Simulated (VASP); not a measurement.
# Si (Fd-3m) in VASP: further runs

Si is run at these levels: LDA; tasks: single point.

All numbers are computed with VASP 6.6.1; they aren't measurements. Logs are shortened: lines on timing, memory, paths and dates and some standing lists are left out, and cuts for length are marked.

## 1. The cell of the first run

Symmetry: Fd-3m, No. 227, cubic system. Conventional cell: a = 5.403 Å, b = 5.403 Å, c = 5.403 Å, α = 90.00°, β = 90.00°, γ = 90.00°. Si (site symmetry -43m) has 4 Si at 2.34 Å within 3.1 Å.

## 2. Single point, LDA

File INCAR:

```
SYSTEM = Si
PREC     = Accurate       ! precision mode
ENCUT    = 520            ! plane-wave cutoff, eV
EDIFF    = 1E-7           ! SCF threshold, eV
ISMEAR   = -1             ! smearing method
SIGMA    = 0.05           ! smearing width, eV
LREAL    = .FALSE.        ! projectors in reciprocal space
LASPH    = .TRUE.         ! aspherical terms in the spheres
NELM     = 60             ! most SCF steps
ALGO     = Normal         ! electronic algorithm
ISIF     = 2              ! what is computed and relaxed
LWAVE    = .FALSE.        ! write WAVECAR
LCHARG   = .FALSE.        ! write CHGCAR
GGA      = CA             ! functional
NBANDS   = 11             ! bands
```

File KPOINTS:

```
regular mesh
0
G
  6 6 6
  0 0 0
```

File POSCAR:

```
Si
1.0
    0.0000000000      2.7016643793      2.7016643793
    2.7016643793      0.0000000000      2.7016643793
    2.7016643793      2.7016643793      0.0000000000
Si
2
Direct
    0.5000000000      0.5000000000      0.5000000000
    0.7500000000      0.7500000000      0.7500000000
```

Potentials or basis: VASP PAW LDA potentials, release 64 (Si).

Run with:

```bash
cat potpaw_LDA.64/Si/POTCAR > POTCAR
mpirun -np 1 vasp_std > vasp.out
```

OUTCAR:

```text
SYSTEM = Si
   PREC = Accurate
   ENCUT = 520
   EDIFF = 1E-7
   ISMEAR = -1
   LREAL = .FALSE.
   LASPH = .TRUE.
   NELM = 60
   ISIF = 2
   GGA = CA

 ion  position               nearest neighbor table
   1  0.500  0.500  0.500-   2 2.34   2 2.34   2 2.34   2 2.34
   2  0.750  0.750  0.750-   1 2.34   1 2.34   1 2.34   1 2.34

  LATTYP: Found a face centered cubic cell.
 ALAT       =     5.4033287586

  Lattice vectors:

 A1 = (   0.0000000000,   2.7016643793,   2.7016643793)
 A2 = (   2.7016643793,   0.0000000000,   2.7016643793)
 A3 = (   2.7016643793,   2.7016643793,   0.0000000000)

Analysis of symmetry for initial positions (statically):
=====================================================================
 Subroutine PRICEL returns:
 Original cell was already a primitive cell.

 Routine SETGRP: Setting up the symmetry group for a
 face centered cubic supercell.

 Subroutine GETGRP returns: Found 48 space group operations
 (whereof 24 operations were pure point group operations)
 out of a pool of 48 trial point group operations.

The static configuration has the point symmetry T_d .
 The point group associated with its full space group is O_h .

Analysis of symmetry for dynamics (positions and initial velocities):
=====================================================================
 Subroutine PRICEL returns:
 Original cell was already a primitive cell.

 Routine SETGRP: Setting up the symmetry group for a
 face centered cubic supercell.

 Subroutine GETGRP returns: Found 48 space group operations
 (whereof 24 operations were pure point group operations)
 out of a pool of 48 trial point group operations.

The dynamic configuration has the point symmetry T_d .
 The point group associated with its full space group is O_h .

 Subroutine INISYM returns: Found 48 space group operations
 (whereof 24 operations are pure point group operations),
 and found     1 'primitive' translations

----------------------------------------------------------------------------------------

                                     Primitive cell

  volume of cell :      39.4388

  direct lattice vectors                    reciprocal lattice vectors
     0.000000000  2.701664379  2.701664379    -0.185071101  0.185071101  0.185071101
     2.701664379  0.000000000  2.701664379     0.185071101 -0.185071101  0.185071101
     2.701664379  2.701664379  0.000000000     0.185071101  0.185071101 -0.185071101

  length of vectors
     3.820730406  3.820730406  3.820730406     0.320552549  0.320552549  0.320552549

  position of ions in fractional coordinates (direct lattice)
     0.500000000  0.500000000  0.500000000
     0.750000000  0.750000000  0.750000000

  ion indices of the primitive-cell ions
   primitive index   ion index
                 1           1
                 2           2

----------------------------------------------------------------------------------------

 KPOINTS: regular mesh

Automatic generation of k-mesh.
 Grid dimensions read from file:
 generate k-points for:    6    6    6

 Generating k-lattice:

  Cartesian coordinates                     Fractional coordinates (reciprocal lattice)
    -0.030845183  0.030845183  0.030845183     0.166666667  0.000000000  0.000000000
     0.030845183 -0.030845183  0.030845183     0.000000000  0.166666667  0.000000000
     0.030845183  0.030845183 -0.030845183     0.000000000  0.000000000  0.166666667

  Length of vectors
     0.053425425  0.053425425  0.053425425

  Shift w.r.t. Gamma in fractional coordinates (k-lattice)
     0.000000000  0.000000000  0.000000000

 Subroutine IBZKPT returns following result:
 ===========================================

 Found     16 irreducible k-points:

 Following reciprocal coordinates:
            Coordinates               Weight
  0.000000  0.000000  0.000000      1.000000
  0.166667  0.000000  0.000000      8.000000
  0.333333  0.000000  0.000000      8.000000
  0.500000  0.000000  0.000000      4.000000
  0.166667  0.166667  0.000000      6.000000
  0.333333  0.166667  0.000000     24.000000
[... 8 lines left out ...]
 -0.333333  0.333333  0.166667     24.000000
 -0.333333  0.500000  0.166667     12.000000
   k-points           NKPTS =     16   k-points in BZ     NKDIM =     16   number of bands    NBANDS=     11
   number of dos      NEDOS =    301   number of ions     NIONS =      2
   total plane-waves  NPLWV =  21952
   dimension x,y,z NGX =    28 NGY =   28 NGZ =   28
   dimension x,y,z NGXF=    56 NGYF=   56 NGZF=   56
   ions per type =               2
   NGX,Y,Z   is equivalent  to a cutoff of  12.18, 12.18, 12.18 a.u.
   NGXF,Y,Z  is equivalent  to a cutoff of  24.37, 24.37, 24.37 a.u.
 SYSTEM =  Si
   PREC   = accura    normal or accurate (medium, high low for compatibility)
   ISTART =      0    job   : 0-new  1-cont  2-samecut
   ICHARG =      2    charge: 1-file 2-atom 10-const
   ISPIN  =      1    spin polarized calculation?
   LNONCOLLINEAR =      F non collinear calculations
   LSORBIT =      F    spin-orbit coupling
   LASPH  =      T    aspherical Exc in radial PAW
   ENCUT  =  520.0 eV  38.22 Ry    6.18 a.u.   7.10  7.10  7.10*2*pi/ulx,y,z
   NELM   =     60;   NELMIN=  2; NELMDL= -5     # of ELM steps
   EDIFF  = 0.1E-06   stopping-criterion for ELM
   LREAL  =      F    real-space projection
   EDIFFG = 0.1E-05   stopping-criterion for IOM
   NSW    =      0    number of steps for IOM
   IBRION =     -1    ionic relax: 0-MD 1-quasi-New 2-CG
   NFREE  =      0    steps in history (QN), initial steepest desc. (CG)
   ISIF   =      2    stress and relaxation
   ISYM   =      2    0-nonsym 1-usesym 2-fastsym
   POTIM  = 0.5000    time-step for ionic-motion
   TEBEG  =    0.0;   TEEND  =   0.0 temperature during run
   PSTRESS=    0.0 pullay stress
   NELECT =       8.0000    total number of electrons
   NUPDOWN=      -1.0000    fix difference up-down
   EMIN   =  10.00;   EMAX   =-10.00  energy-range for DOS
   EFERMI =   0.00;   METHOD = LEGACY
   ISMEAR =    -1;   SIGMA  =   0.05  broadening in eV -4-tet -1-fermi 0-gaus
   EFERMI_NEDOS =   21; number of points for ismear=-14 and -15
   IALGO  =     38    algorithm
   IMIX   =      4    mixing-type and parameters
     AMIX     =   0.40;   BMIX     =  1.00
     AMIX_MAG =   1.60;   BMIX_MAG =  1.00
  volume/ion in A,a.u.               =      19.72       133.07
  Fermi-wavevector in a.u.,A,eV,Ry     =   0.961900  1.817728 12.588822  0.925252
  Thomas-Fermi vector in A             =   2.091313
   LORBIT       =      0    0 simple, 1 ext, 2 COOP (PROOUT), +10 PAW based schemes
   GGA     = CA    functional components
   LHFCALC =     F    Hartree Fock is set to
   AEXX    =    0.0000 exact exchange contribution
   IVDW    =     0    specifies the selected vdW correction
   LEPSILON=     F    determine dielectric tensor
   LRPA    =     F    only Hartree local field effects (RPA)
 non-spin polarized calculation
  energy-cutoff  :      520.00
  volume of cell :       39.44
 maximum number of plane-waves:      1073
   NGX = 15   NGY = 15   NGZ = 15

 number of electron       8.0000001 magnetization

 Free energy of the ion-electron system (eV)
  ---------------------------------------------------
  ext. energy  EPLUGINS =         0.00000000
  ---------------------------------------------------
  free energy    TOTEN  =       -11.89376733 eV

  energy without entropy =      -11.89365731  energy(sigma->0) =      -11.89371232

 E-fermi :   6.1912     XC(G=0):  -9.6599

 val. band max:        5.9340200991   @ k =   0.0000   0.0000   0.0000
 cond. band min:       6.5035563663   @ k =   0.5000   0.5000   0.0000
 fundamental gap:      0.5695362672
 Fermi energy:         6.1912081064

 k-point     1 :       0.0000    0.0000    0.0000
  band No.  band energies     occupation
      1      -6.1297      2.00000
      2       5.9340      1.98840
      3       5.9340      1.98840
      4       5.9340      1.98840
      5       8.4605      0.00000
      6       8.4605      0.00000
      7       8.4605      0.00000
      8       9.3171      0.00000
      9      13.6652      0.00000
     10      13.6652      0.00000
     11      13.6696      0.00000

 k-point     2 :       0.1667    0.0000    0.0000
  band No.  band energies     occupation
      1      -5.7635      2.00000
      2       3.5255      2.00000
      3       5.4763      2.00000
      4       5.4763      2.00000
      5       8.2419      0.00000
      6       9.1155      0.00000
      7       9.1155      0.00000
      8      11.3834      0.00000
      9      12.9919      0.00000
     10      12.9919      0.00000
     11      14.8383      0.00000

 k-point     3 :       0.3333    0.0000    0.0000
  band No.  band energies     occupation
      1      -4.7315      2.00000
      2       0.5366      2.00000
      3       4.9231      2.00000
      4       4.9231      2.00000
      5       7.6426      0.00000
      6       9.3941      0.00000
      7       9.3941      0.00000
      8      13.6644      0.00000
      9      13.8976      0.00000
     10      13.8976      0.00000
     11      14.9586      0.00000

 k-point     4 :       0.5000    0.0000    0.0000
  band No.  band energies     occupation
      1      -3.7517      2.00000
      2      -1.1306      2.00000
      3       4.7249      2.00000
      4       4.7249      2.00000
      5       7.4150      0.00000
      6       9.2147      0.00000
      7       9.2147      0.00000
      8      13.4633      0.00000
      9      16.4873      0.00000
     10      16.4873      0.00000
     11      17.2026      0.00000
[... 127 lines left out ...]
 k-point    14 :       0.5000    0.3333    0.1667
  band No.  band energies     occupation
      1      -3.8062      2.00000
      2       0.2636      2.00000
      3       2.2824      2.00000
      4       3.5906      2.00000
      5       8.7136      0.00000
      6       9.5457      0.00000
      7      10.1374      0.00000
      8      12.9838      0.00000
      9      14.9315      0.00000
     10      15.8089      0.00000
     11      18.9616      0.00000

 k-point    15 :      -0.3333    0.3333    0.1667
  band No.  band energies     occupation
      1      -2.7992      2.00000
      2      -0.9583      2.00000
      3       1.8360      2.00000
      4       3.1100      2.00000
      5       9.1927      0.00000
      6       9.4394      0.00000
      7      11.9736      0.00000
      8      12.4250      0.00000
      9      13.4768      0.00000
     10      17.0245      0.00000
     11      17.8916      0.00000

 k-point    16 :      -0.3333    0.5000    0.1667
  band No.  band energies     occupation
      1      -1.8023      2.00000
      2      -1.8023      2.00000
      3       2.2040      2.00000
      4       2.2040      2.00000
      5       8.5901      0.00000
      6       8.5901      0.00000
      7      12.6662      0.00000
      8      12.6662      0.00000
      9      16.5009      0.00000
     10      16.5009      0.00000
     11      18.9097      0.00000

------------------------ aborting loop because EDIFF is reached ----------------------------------------

  FORCE on cell =-STRESS in cart. coord.  units (eV):
  Direction    XX          YY          ZZ          XY          YZ          ZX
  --------------------------------------------------------------------------------------
  -------------------------------------------------------------------------------------
  Total        0.0119621      0.0119621      0.0119621      0.0000000      0.0000000      0.0000000
  in kB        0.4859510      0.4859510      0.4859510      0.0000000      0.0000000      0.0000000
  external PRESSURE =       0.4859510 kB  Pullay stress =       0.0000000 kB

 VOLUME and BASIS-vectors are now :
 -----------------------------------------------------------------------------
  energy-cutoff  :      520.00
  volume of cell :       39.44
      direct lattice vectors                 reciprocal lattice vectors
     0.000000000  2.701664379  2.701664379    -0.185071101  0.185071101  0.185071101
     2.701664379  0.000000000  2.701664379     0.185071101 -0.185071101  0.185071101
     2.701664379  2.701664379  0.000000000     0.185071101  0.185071101 -0.185071101

 POSITION                                       TOTAL-FORCE (eV/Angst)
 -----------------------------------------------------------------------------------
      2.70166      2.70166      2.70166         0.000000      0.000000      0.000000
      4.05250      4.05250      4.05250        -0.000000     -0.000000     -0.000000
 -----------------------------------------------------------------------------------
    total drift:                                0.000000      0.000000     -0.000000

  FREE ENERGIE OF THE ION-ELECTRON SYSTEM (eV)
  ---------------------------------------------------
  free  energy   TOTEN  =       -11.8937673263 eV

  energy  without entropy=      -11.8936573089  energy(sigma->0) =      -11.89371232
```

Wall time 2.8 s (1 thread of Intel Xeon 6975P-C (Granite Rapids), shared host); peak memory 0.13 GiB.

What came out:

| Property | Result |
| --- | --- |
| Free energy | -11.8938 eV |
| Pressure | 0.0 GPa |
| Band gap on the k mesh | 0.57 eV, indirect (least direct gap 2.53 eV) |

A k mesh can miss the band edges. A hybrid or GW would open this gap; LDA tends to underestimate it.

## 3. Single point, LDA

File INCAR:

```
PREC = Accurate
ENCUT = 520
EDIFF = 1E-6
ISMEAR = -1
SIGMA = 0.05
LREAL = False
LASPH = True
NELM = 80
ALGO = Normal
ISIF = 2
LWAVE = False
LCHARG = False
GGA = CA
NBANDS = 11
```

File KPOINTS:

```
regular mesh
0
Gamma
  8 8 8
```

POSCAR is that of step 2.

Potentials or basis: VASP PAW LDA potentials, release 64 (Si).

Run with:

```bash
cat potpaw_LDA.64/Si/POTCAR > POTCAR
mpirun -np 1 vasp_std > vasp.out
```

Run time: 4 s. Hardware: 1 thread of Intel Xeon 6975P-C (Granite Rapids), shared host; peak memory 0.13 GiB.

It converged, with:

| Quantity | Value |
| --- | --- |
| Free energy | -11.9156 eV |
| Pressure | 0.0 GPa |
| Band gap on the k mesh | 0.49 eV, indirect (least direct gap 2.53 eV) |

Levels at points of the mesh, in eV from the valence-band top:
| k point | band 2 | band 3 | band 4 | band 5 | band 6 | band 7 |
| --- | --- | --- | --- | --- | --- | --- |
| (0.00, 0.00, 0.00) | 0.00 | 0.00 | 0.00 | 2.53 | 2.53 | 2.53 |
| (0.50, 0.00, 0.00) | -7.06 | -1.21 | -1.21 | 1.48 | 3.28 | 3.28 |
| (0.50, 0.50, 0.00) | -7.86 | -2.89 | -2.89 | 0.57 | 0.57 | 10.11 |

A k mesh can miss the band edges. As with any semilocal functional, this LDA gap is likely too small.

## 4. Single point, LDA

File INCAR:

```
SYSTEM = Si
  PREC = Accurate
  ENCUT = 520
  EDIFF = 1E-7
  ISMEAR = -1
  SIGMA = 0.05
  LREAL = .FALSE.
  LASPH = .TRUE.
  NELM = 100
  ALGO = Normal
  ISIF = 2
  LWAVE = .FALSE.
  LCHARG = .FALSE.
  NBANDS = 11
```

File KPOINTS:

```
Automatic mesh
0
G
  9 9 9
  0 0 0
```

POSCAR is that of step 3.

Run with:

```bash
cat potpaw_LDA.64/Si/POTCAR > POTCAR
mpirun -np 1 vasp_std > vasp.out
```

Wall time 5 s (1 thread of Intel Xeon 6975P-C (Granite Rapids), shared host); peak memory 0.13 GiB.

Results (log left out):

```yaml
Free_energy: -11.9181 eV
Pressure: 0.0 GPa
Band_gap_on_the_k_mesh: 0.45 eV, indirect (least direct gap 2.53 eV)
```

Levels at points of the mesh, in eV from the valence-band top:
```csv
k point,band 1,band 2,band 3,band 4,band 5,band 6,band 7,band 8
"(0.00, 0.00, 0.00)",-12.06,0.00,0.00,0.00,2.53,2.53,2.53,3.38
```

A k mesh can miss the band edges. Expect the measured gap to be larger: semilocal functionals such as LDA lack the derivative discontinuity.

## 5. Single point, LDA

File INCAR:

```
PREC = Accurate
ENCUT = 520
EDIFF = 1E-6
ISMEAR = -1
SIGMA = 0.05
LREAL = False
LASPH = True
NELM = 60
ALGO = Normal
ISIF = 2
LWAVE = False
LCHARG = False
NBANDS = 11
```

File KPOINTS:

```
regular mesh
0
Gamma
  10 10 10
```

POSCAR is that of step 4.

Potentials or basis: VASP PAW LDA potentials, release 64 (Si).

Run with:

```bash
cat potpaw_LDA.64/Si/POTCAR > POTCAR
mpirun -np 1 vasp_std > vasp.out
```

OUTCAR:

```text
PREC = Accurate
   ENCUT = 520
   EDIFF = 1E-6
   ISMEAR = -1
   LREAL = False
   LASPH = True
   NELM = 60
   ISIF = 2

 ion  position               nearest neighbor table
   1  0.500  0.500  0.500-   2 2.34   2 2.34   2 2.34   2 2.34
   2  0.750  0.750  0.750-   1 2.34   1 2.34   1 2.34   1 2.34

  LATTYP: Found a face centered cubic cell.
 ALAT       =     5.4033287586

  Lattice vectors:

 A1 = (   0.0000000000,   2.7016643793,   2.7016643793)
 A2 = (   2.7016643793,   0.0000000000,   2.7016643793)
 A3 = (   2.7016643793,   2.7016643793,   0.0000000000)
[... 512 lines left out ...]
      6       8.0581      0.00000
      7      12.8715      0.00000
      8      12.9877      0.00000
      9      16.4289      0.00000
     10      16.7075      0.00000
     11      18.0187      0.00000

 [... further k-points ...]
[... 5 lines left out ...]
  --------------------------------------------------------------------------------------
  -------------------------------------------------------------------------------------
  Total       -0.0067159     -0.0067159     -0.0067159      0.0000000      0.0000000      0.0000000
  in kB       -0.2728307     -0.2728307     -0.2728307      0.0000000      0.0000000      0.0000000
  external PRESSURE =      -0.2728307 kB  Pullay stress =       0.0000000 kB

 VOLUME and BASIS-vectors are now :
 -----------------------------------------------------------------------------
  energy-cutoff  :      520.00
  volume of cell :       39.44
      direct lattice vectors                 reciprocal lattice vectors
     0.000000000  2.701664379  2.701664379    -0.185071101  0.185071101  0.185071101
     2.701664379  0.000000000  2.701664379     0.185071101 -0.185071101  0.185071101
     2.701664379  2.701664379  0.000000000     0.185071101  0.185071101 -0.185071101

 POSITION                                       TOTAL-FORCE (eV/Angst)
 -----------------------------------------------------------------------------------
      2.70166      2.70166      2.70166        -0.000000      0.000000      0.000000
      4.05250      4.05250      4.05250         0.000000     -0.000000     -0.000000
 -----------------------------------------------------------------------------------
    total drift:                                0.000000      0.000000     -0.000000

  FREE ENERGIE OF THE ION-ELECTRON SYSTEM (eV)
  ---------------------------------------------------
  free  energy   TOTEN  =       -11.9190982723 eV

  energy  without entropy=      -11.9190345364  energy(sigma->0) =      -11.91906640
```

It took 6 s on 1 thread of Intel Xeon 6975P-C (Granite Rapids), shared host; peak memory 0.14 GiB.

What came out:

| Property | Result |
| --- | --- |
| Free energy | -11.9191 eV |
| Pressure | 0.0 GPa |
| Band gap on the k mesh | 0.45 eV, indirect (least direct gap 2.53 eV) |

Levels at points of the mesh, in eV from the valence-band top:
```
           k point  band 2  band 3  band 4  band 5  band 6  band 7
(0.00, 0.00, 0.00)    0.00    0.00    0.00    2.53    2.53    2.53
(0.50, 0.00, 0.00)   -7.06   -1.21   -1.21    1.48    3.29    3.29
(0.50, 0.50, 0.00)   -7.86   -2.89   -2.89    0.58    0.58   10.11
```

A k mesh can miss the band edges.

## 6. Overview

```csv
k mesh,gap on the mesh (eV),pressure (GPa)
6 × 6 × 6,0.57,0.0
8 × 8 × 8,0.49,0.0
9 × 9 × 9,0.45,0.0
10 × 10 × 10,0.45,0.0
```

Alike in all rows: task single point; level LDA; potentials or basis VASP PAW LDA potentials, release 64 (Si); no spin polarisation; cell as given; cutoff (eV) 520; smearing fermi-dirac 0.05 eV.

On the cell as given the gap runs from 0.45 eV (LDA) to 0.57 eV (LDA); the meshes differ, which moves gaps too.

Total energies depend on the potentials used, so only differences within one code and one set of settings carry meaning.
